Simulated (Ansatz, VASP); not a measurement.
**CsB3 in VASP and in Ansatz**

```xyz
8
Lattice="6.8910 0.0000 0.0000 -3.4455 5.9678 0.0000 0.0000 0.0000 3.3688" Properties=species:S:1:pos:R:3 pbc="T T T"
Cs    3.4455    1.9893    0.8422
Cs    0.0000    3.9785    2.5266
B    -2.5775    5.4666    0.8422
B     0.0000    1.0023    0.8422
B     2.5775    5.4666    0.8422
B     0.8681    0.5012    2.5266
B     3.4455    4.9654    2.5266
B     6.0230    0.5012    2.5266
```

Alike in both runs: functional PBE; k mesh 3 × 3 × 6; occupations gaussian, width 0.1 eV; no spin polarisation.

Ansatz relaxed the structure, and its values are those at the end. VASP's run is a single point on that final structure, the one shown.

```csv
,VASP,Ansatz
version,VASP 6.6.1,Ansatz 0.2.0
potentials or method,"VASP PAW PBE potentials, release 64 (Cs_sv, B), cutoff 520 eV","scalar-relativistic, plane waves, PAW"
valence electrons in the cell,36,36
```

```tsv
	VASP	Ansatz	Ansatz less VASP
gap on the k mesh at the Fermi level (eV)	none	none	-
pressure (GPa)	0.2	0.0	-0.18
rms of the force components (eV/Å)	0.010	0.018	+0.0079
```

A gap of «none» marks a metal or a gap that the smearing closes. With one functional, cell and mesh, what is left measures potentials, basis and numerics.

Spin-orbit coupling is off throughout.
